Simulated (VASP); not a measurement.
# Sc3BAu (P6_3/mmc) in VASP: single point with PBE

Aim: the single point of Sc3BAu with PBE.

All numbers are computed with VASP 6.6.1; they aren't measurements. Logs are shortened: lines on timing, memory, paths and dates and some standing lists are left out, and cuts for length are marked.

## 1. The cell of the first run

The structure is hexagonal, space group P6_3/mmc (No. 194). The conventional cell has a = 6.811 Å, b = 6.811 Å, c = 4.622 Å, α = 90.00°, β = 90.00°, γ = 120.00°. Within 3.7 Å of Sc (site symmetry mm2) lie 2 B at 2.38 Å and 4 Au at 2.96 to 3.41 Å and 8 Sc at 3.11 to 3.61 Å. Within 3.1 Å of B (site symmetry -3m) lie 2 B at 2.31 Å and 6 Sc at 2.38 Å. Au (site symmetry -6m2) has 12 Sc at 2.96 to 3.41 Å within 3.9 Å.

## 2. Single point, PBE, collinear spin

Contents of INCAR:

```
SYSTEM = Sc3BAu
PREC     = Accurate       ! precision mode
ENCUT    = 520            ! plane-wave cutoff, eV
EDIFF    = 1E-6           ! SCF threshold, eV
ISMEAR   = 0              ! smearing method
SIGMA    = 0.1            ! smearing width, eV
LREAL    = .False.        ! projectors in reciprocal space
LASPH    = .True.         ! aspherical terms in the spheres
NELM     = 150            ! most SCF steps
ALGO     = Normal         ! electronic algorithm
ISIF     = 2              ! what is computed and relaxed
LWAVE    = .False.        ! write WAVECAR
LCHARG   = .False.        ! write CHGCAR
ISPIN    = 2              ! spin polarisation
MAGMOM   = 1 1 1 1 1 1 0 0 0 0 ! initial moments
LORBIT   = 11             ! projections on sites
LMAXMIX  = 4              ! l up to which the mixer works
GGA      = PE             ! functional
NBANDS   = 62             ! bands
```

Contents of KPOINTS:

```
regular mesh
0
Gamma
  3 3 4
  0 0 0
```

Contents of POSCAR:

```
Sc3BAu
1.0
    6.8113814880      0.0000000000      0.0000000000
   -3.4056907440      5.8988294035      0.0000000000
    0.0000000000      0.0000000000      4.6219000232
Sc B Au
6 2 2
Direct
    0.8233295321      0.6466590642      0.7500000000
    0.3533409358      0.1766704679      0.7500000000
    0.8233295321      0.1766704679      0.7500000000
    0.1766704679      0.3533409358      0.2500000000
    0.6466590642      0.8233295321      0.2500000000
    0.1766704679      0.8233295321      0.2500000000
    0.0000000000      0.0000000000      0.0000000000
    0.0000000000      0.0000000000      0.5000000000
    0.3333333333      0.6666666667      0.7500000000
    0.6666666667      0.3333333333      0.2500000000
```

Potentials or basis: VASP PAW PBE potentials, release 64 (Sc_sv, B, Au).

The run is started by

```bash
> cat potpaw_PBE.64/Sc_sv/POTCAR potpaw_PBE.64/B/POTCAR potpaw_PBE.64/Au/POTCAR > POTCAR
> mpirun -np 1 vasp_std > vasp.out
```

OUTCAR:

```text
SYSTEM = Sc3BAu
   PREC = Accurate
   ENCUT = 520
   EDIFF = 1E-6
   ISMEAR = 0
   LREAL = .False.
   LASPH = .True.
   NELM = 150
   ISIF = 2
   ISPIN = 2
   LORBIT = 11
   GGA = PE

 ion  position               nearest neighbor table
   1  0.823  0.647  0.750-   7 2.38   8 2.38  10 2.96  10 2.96   5 3.11   5 3.11   6 3.11   6 3.11
                             2 3.20   3 3.20   9 3.41   9 3.41
   2  0.353  0.177  0.750-   7 2.38   8 2.38  10 2.96  10 2.96   4 3.11   4 3.11   6 3.11   6 3.11
                             3 3.20   1 3.20   9 3.41   9 3.41
   3  0.823  0.177  0.750-   7 2.38   8 2.38  10 2.96  10 2.96   4 3.11   4 3.11   5 3.11   5 3.11
                             2 3.20   1 3.20   9 3.41   9 3.41
   4  0.177  0.353  0.250-   7 2.38   8 2.38   9 2.96   9 2.96   2 3.11   2 3.11   3 3.11   3 3.11
                             5 3.20   6 3.20  10 3.41  10 3.41
   5  0.647  0.823  0.250-   7 2.38   8 2.38   9 2.96   9 2.96   1 3.11   1 3.11   3 3.11   3 3.11
                             6 3.20   4 3.20  10 3.41  10 3.41
   6  0.177  0.823  0.250-   7 2.38   8 2.38   9 2.96   9 2.96   1 3.11   1 3.11   2 3.11   2 3.11
                             5 3.20   4 3.20  10 3.41  10 3.41
   7  0.000  0.000  0.000-   2 2.38   5 2.38   3 2.38   6 2.38   1 2.38   4 2.38
   8  0.000  0.000  0.500-   2 2.38   5 2.38   3 2.38   6 2.38   1 2.38   4 2.38
   9  0.333  0.667  0.750-   6 2.96   6 2.96   5 2.96   5 2.96   4 2.96   4 2.96   1 3.41   2 3.41
                             3 3.41   3 3.41   1 3.41   2 3.41
  10  0.667  0.333  0.250-   3 2.96   3 2.96   2 2.96   2 2.96   1 2.96   1 2.96   4 3.41   5 3.41
                             6 3.41   6 3.41   4 3.41   5 3.41

  LATTYP: Found a hexagonal cell.
 ALAT       =     6.8113814880
 C/A-ratio  =     0.6785554489

  Lattice vectors:

 A1 = (   6.8113814880,   0.0000000000,   0.0000000000)
 A2 = (  -3.4056907440,   5.8988294035,   0.0000000000)
 A3 = (   0.0000000000,   0.0000000000,   4.6219000232)

Analysis of symmetry for initial positions (statically):
=====================================================================
 Subroutine PRICEL returns:
 Original cell was already a primitive cell.

 Routine SETGRP: Setting up the symmetry group for a
 hexagonal supercell.

 Subroutine GETGRP returns: Found 24 space group operations
 (whereof 12 operations were pure point group operations)
 out of a pool of 24 trial point group operations.

The static configuration has the point symmetry D_3d.
 The point group associated with its full space group is D_6h.

Analysis of symmetry for dynamics (positions and initial velocities):
=====================================================================
 Subroutine PRICEL returns:
 Original cell was already a primitive cell.

 Routine SETGRP: Setting up the symmetry group for a
 hexagonal supercell.

 Subroutine GETGRP returns: Found 24 space group operations
 (whereof 12 operations were pure point group operations)
 out of a pool of 24 trial point group operations.

The dynamic configuration has the point symmetry D_3d.
 The point group associated with its full space group is D_6h.

Analysis of structural, dynamic, and magnetic symmetry:
=====================================================================
 Subroutine PRICEL returns:
 Original cell was already a primitive cell.

 Routine SETGRP: Setting up the symmetry group for a
 hexagonal supercell.

 Subroutine GETGRP returns: Found 24 space group operations
 (whereof 12 operations were pure point group operations)
 out of a pool of 24 trial point group operations.

The overall configuration has the point symmetry D_3d.
 The point group associated with its full space group is D_6h.

 Subroutine INISYM returns: Found 24 space group operations
 (whereof 12 operations are pure point group operations),
 and found     1 'primitive' translations

----------------------------------------------------------------------------------------

                                     Primitive cell

  volume of cell :     185.7041

  direct lattice vectors                    reciprocal lattice vectors
     6.811381488  0.000000000  0.000000000     0.146813095  0.084762580  0.000000000
    -3.405690744  5.898829403  0.000000000     0.000000000  0.169525160  0.000000000
     0.000000000  0.000000000  4.621900023     0.000000000  0.000000000  0.216361236

  length of vectors
     6.811381488  6.811381488  4.621900023     0.169525160  0.169525160  0.216361236

  position of ions in fractional coordinates (direct lattice)
[... 77 lines left out ...]
   ENCUT  =  520.0 eV  38.22 Ry    6.18 a.u.  12.66 12.66  8.59*2*pi/ulx,y,z
   NELM   =    150;   NELMIN=  2; NELMDL= -5     # of ELM steps
   EDIFF  = 0.1E-05   stopping-criterion for ELM
   LREAL  =      F    real-space projection
   EDIFFG = 0.1E-04   stopping-criterion for IOM
   NSW    =      0    number of steps for IOM
   IBRION =     -1    ionic relax: 0-MD 1-quasi-New 2-CG
   NFREE  =      0    steps in history (QN), initial steepest desc. (CG)
   ISIF   =      2    stress and relaxation
   ISYM   =      2    0-nonsym 1-usesym 2-fastsym
   POTIM  = 0.5000    time-step for ionic-motion
   TEBEG  =    0.0;   TEEND  =   0.0 temperature during run
   PSTRESS=    0.0 pullay stress
   NELECT =      94.0000    total number of electrons
   NUPDOWN=      -1.0000    fix difference up-down
   EMIN   =  10.00;   EMAX   =-10.00  energy-range for DOS
   EFERMI =   0.00;   METHOD = LEGACY
   ISMEAR =     0;   SIGMA  =   0.10  broadening in eV -4-tet -1-fermi 0-gaus
   EFERMI_NEDOS =   21; number of points for ismear=-14 and -15
   IALGO  =     38    algorithm
   IMIX   =      4    mixing-type and parameters
     AMIX     =   0.40;   BMIX     =  1.00
     AMIX_MAG =   1.60;   BMIX_MAG =  1.00
  volume/ion in A,a.u.               =      18.57       125.32
  Fermi-wavevector in a.u.,A,eV,Ry     =   1.304699  2.465523 23.160366  1.702239
  Thomas-Fermi vector in A             =   2.435617
   LORBIT       =     11    0 simple, 1 ext, 2 COOP (PROOUT), +10 PAW based schemes
   GGA     = PE    functional components
   LHFCALC =     F    Hartree Fock is set to
   AEXX    =    0.0000 exact exchange contribution
   IVDW    =     0    specifies the selected vdW correction
   LEPSILON=     F    determine dielectric tensor
   LRPA    =     F    only Hartree local field effects (RPA)
 spin polarized calculation
 Gauss-broadening in eV      SIGMA  =   0.10
  energy-cutoff  :      520.00
  volume of cell :      185.70
 maximum number of plane-waves:      5057
 NGX is ok and might be reduce to    50
   NGX = 25   NGY = 25   NGZ = 17

 number of electron      93.9999994 magnetization       0.0006561

 Free energy of the ion-electron system (eV)
  ---------------------------------------------------
  ext. energy  EPLUGINS =         0.00000000
  ---------------------------------------------------
  free energy    TOTEN  =       -61.37798650 eV

  energy without entropy =      -61.33379755  energy(sigma->0) =      -61.35589203

 E-fermi :   5.0961     XC(G=0): -10.7578

 val. band max:        5.0763264367   @ k =   0.0000   0.0000   0.5000
 cond. band min:       5.1004517468   @ k =   0.0000   0.0000   0.2500
 fundamental gap:      0.0241253101
 Fermi energy:         5.0960902144

 spin component 1

 k-point     1 :       0.0000    0.0000    0.0000
  band No.  band energies     occupation
      1     -44.1986      1.00000
      2     -44.1565      1.00000
      3     -44.1565      1.00000
      4     -44.1267      1.00000
      5     -44.1211      1.00000
      6     -44.1211      1.00000
[... 547 lines left out ...]
     58       7.0340      0.00000
     59       7.4537      0.00000
 Fermi energy:         5.0960902144

 spin component 2

 k-point     1 :       0.0000    0.0000    0.0000
  band No.  band energies     occupation
      1     -44.1986      1.00000
      2     -44.1565      1.00000
      3     -44.1565      1.00000
      4     -44.1267      1.00000
      5     -44.1211      1.00000
      6     -44.1211      1.00000
[... 547 lines left out ...]
     58       7.0340      0.00000
     59       7.4537      0.00000
 [bands above 59 left out]

------------------------ aborting loop because EDIFF is reached ----------------------------------------

  FORCE on cell =-STRESS in cart. coord.  units (eV):
  Direction    XX          YY          ZZ          XY          YZ          ZX
  --------------------------------------------------------------------------------------
  -------------------------------------------------------------------------------------
  Total        0.1155118      0.1155118     -0.0996862      0.0000000      0.0000000      0.0000000
  in kB        0.9965875      0.9965875     -0.8600510      0.0000000      0.0000000      0.0000000
  external PRESSURE =       0.3777080 kB  Pullay stress =       0.0000000 kB

 VOLUME and BASIS-vectors are now :
 -----------------------------------------------------------------------------
  energy-cutoff  :      520.00
  volume of cell :      185.70
      direct lattice vectors                 reciprocal lattice vectors
     6.811381488  0.000000000  0.000000000     0.146813095  0.084762580  0.000000000
    -3.405690744  5.898829403  0.000000000     0.000000000  0.169525160  0.000000000
     0.000000000  0.000000000  4.621900023     0.000000000  0.000000000  0.216361236

 POSITION                                       TOTAL-FORCE (eV/Angst)
 -----------------------------------------------------------------------------------
      3.40569      3.81453      3.46643        -0.000000     -0.024181     -0.000000
      1.80505      1.04215      3.46643         0.020942      0.012091      0.000000
      5.00633      1.04215      3.46643        -0.020942      0.012091      0.000000
      0.00000      2.08430      1.15548        -0.000000      0.024181      0.000000
      1.60064      4.85668      1.15548        -0.020942     -0.012091      0.000000
     -1.60064      4.85668      1.15548         0.020942     -0.012091     -0.000000
      0.00000      0.00000      0.00000        -0.000000     -0.000000      0.000000
      0.00000      0.00000      2.31095        -0.000000     -0.000000      0.000000
     -0.00000      3.93255      3.46643        -0.000000     -0.000000     -0.000000
      3.40569      1.96628      1.15548        -0.000000      0.000000     -0.000000
 -----------------------------------------------------------------------------------
    total drift:                               -0.000000      0.000000      0.000000

  FREE ENERGIE OF THE ION-ELECTRON SYSTEM (eV)
  ---------------------------------------------------
  free  energy   TOTEN  =       -61.3779865049 eV

  energy  without entropy=      -61.3337975518  energy(sigma->0) =      -61.35589203

 total charge

# of ion       s       p       d       tot
------------------------------------------
    1        2.239   6.160   1.048   9.447
    2        2.239   6.160   1.048   9.447
    3        2.239   6.160   1.048   9.447
    4        2.239   6.160   1.048   9.447
    5        2.239   6.160   1.048   9.447
    6        2.239   6.160   1.048   9.447
    7        0.733   1.056   0.000   1.789
    8        0.733   1.056   0.000   1.789
    9        0.718   0.412   8.552   9.682
   10        0.718   0.412   8.552   9.682
--------------------------------------------------
tot         16.338  39.897  23.392  79.627

 magnetization (x)

# of ion       s       p       d       tot
------------------------------------------
    1        0.000   0.000   0.000   0.000
    2        0.000   0.000   0.000   0.000
    3        0.000   0.000   0.000   0.000
    4        0.000   0.000   0.000   0.000
    5        0.000   0.000   0.000   0.000
    6        0.000   0.000   0.000   0.000
    7       -0.000  -0.000   0.000  -0.000
    8       -0.000  -0.000   0.000  -0.000
    9       -0.000   0.000  -0.000  -0.000
   10       -0.000   0.000  -0.000  -0.000
--------------------------------------------------
tot         -0.000   0.000   0.000   0.000
```

It took 9.7 min on 1 thread of Intel Xeon 8259CL, shared host; peak memory 0.47 GiB.

What came out:

- Free energy: -61.3780 eV
- Pressure: 0.0 GPa
- Largest force: 0.024 eV/Å
- Band gap on the k mesh: zero (filled and empty bands overlap)
- Net moment: 0.00 μB per cell
- Valence electrons inside the program's atomic spheres: Sc 9.45; B 1.79; Au 9.68

Forces on the atoms (eV/Å):
```
Sc   0.000 -0.024  0.000
Sc   0.021  0.012  0.000
Sc  -0.021  0.012  0.000
Sc   0.000  0.024  0.000
Sc  -0.021 -0.012  0.000
Sc   0.021 -0.012  0.000
B    0.000  0.000  0.000
B    0.000  0.000  0.000
Au   0.000  0.000  0.000
Au   0.000  0.000  0.000
```

Caveat: spin-orbit coupling is left out, which moves the levels of the heavy elements.

The gap in the log of VASP goes by the Fermi energy; the results here count the filled bands.